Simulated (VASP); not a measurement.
Sb: single point with RPBE

Sb:

```
CELL_PARAMETERS angstrom
6.12333 0.00000 0.00000
0.00000 6.12333 0.00000
0.00000 0.00000 6.12333
ATOMIC_POSITIONS crystal
Sb 0.00000 0.00000 0.00000
Sb 0.50000 0.50000 0.50000
Sb 0.25000 0.00000 0.50000
Sb 0.75000 0.00000 0.50000
Sb 0.50000 0.25000 0.00000
Sb 0.50000 0.75000 0.00000
Sb 0.00000 0.50000 0.25000
Sb 0.00000 0.50000 0.75000
```

* Program: VASP 6.6.1
* Task: single point
* Functional: RPBE
* Potentials or basis: VASP PAW PBE potentials, release 64 (Sb)
* Cutoff: 520 eV
* k mesh: 6 × 6 × 6
* Occupations: fermi-dirac, width 0.1 eV
* Spin: no spin polarisation
* Dipole correction: no
* Further INCAR settings: ALGO = Normal; EDIFF = 1e-06; NBANDS = 30

```json
{"Pressure": "-0.3 GPa", "Band gap on the k mesh": "zero (band 20 reaches 8.04 eV, above the bottom of band 21 at 7.53 eV)"}
```

Levels at points of the mesh, in eV from the Fermi level:
```tsv
k point	band 17	band 18	band 19	band 20	band 21	band 22	band 23	band 24
(0.00, 0.00, 0.00)	-2.21	-1.55	-1.55	-1.55	0.76	0.76	0.76	1.17
(0.50, 0.00, 0.00)	-1.23	-1.23	-0.68	-0.68	0.24	0.24	1.03	1.03
(0.50, 0.50, 0.00)	-1.23	-1.23	-0.55	-0.24	0.27	0.52	1.13	1.13
(0.50, 0.50, 0.50)	0.05	0.05	0.05	0.05	0.05	0.05	0.11	0.11
```

Run time: 58 s on 1 thread of Intel(R) Xeon(R) 6975P-C (Granite Rapids), with other jobs on the host, peak memory 0.35 GiB.

Caveat: the PAW data sets were made with another functional, which shifts forces and pressure a little; spin-orbit coupling is left out, which moves the levels of the heavy elements.
